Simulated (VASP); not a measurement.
Set up this calculation in VASP 6.6.1, as the native input.

```
Task                   : electric field gradients
Functional             : PBE
Potentials or basis    : VASP PAW PBE potentials, release 64 (Pb_d, S)
Cutoff                 : 520 eV
k mesh                 : 8 × 8 × 8
Occupations            : fermi-dirac, width 0.01 eV
Spin                   : no spin polarisation
Dipole correction      : no
Further INCAR settings : ALGO = Normal; EDIFF = 1e-08; NBANDS = 17
```

The structure of PbS lies in POSCAR:

```
PbS
1.0
    0.0000000000      3.0539500000      2.9650000000
    3.0539500000      0.0000000000      2.9650000000
    3.0539500000      3.0539500000      0.0000000000
Pb S
1 1
Direct
    0.0000000000      0.0000000000      0.0000000000
    0.5000000000      0.5000000000      0.5000000000
```

This cell differs from its parent crystal: equal xx and yy strain of +3 %.

One way to write it, as run:

INCAR

```
SYSTEM = PbS
PREC = Accurate
ENCUT = 520
EDIFF = 1E-8
ISMEAR = -1
SIGMA = 0.01
LREAL = .False.
LASPH = .True.
NELM = 100
ALGO = Normal
ISIF = 2
LWAVE = .False.
LCHARG = .False.
GGA = PE
LEFG = .True.
NBANDS = 17
```

KPOINTS

```
regular mesh
0
Gamma
  8 8 8
  0 0 0
```

Potentials or basis: VASP PAW PBE potentials, release 64 (Pb_d, S).

The run is started by

```console
$ cat potpaw_PBE.64/Pb_d/POTCAR potpaw_PBE.64/S/POTCAR > POTCAR
$ mpirun -np 1 vasp_std > vasp.out
```

It gave:

The pressure is -0.9 GPa and the band gap on the k mesh is 0.54 eV, direct.

Caveat: the cell differs from its parent crystal (equal xx and yy strain of +3 %); without QUAD_EFG the Cq values of the log hold for a quadrupole moment of 1 mb, not for the nuclei; spin-orbit coupling is left out, which moves the levels of the heavy elements.

Run time: 40 s on 1 thread of Intel(R) Xeon(R) Platinum 8259CL CPU @ 2.50GHz (Skylake/Cascade Lake) (shared host), peak memory 0.21 GiB.
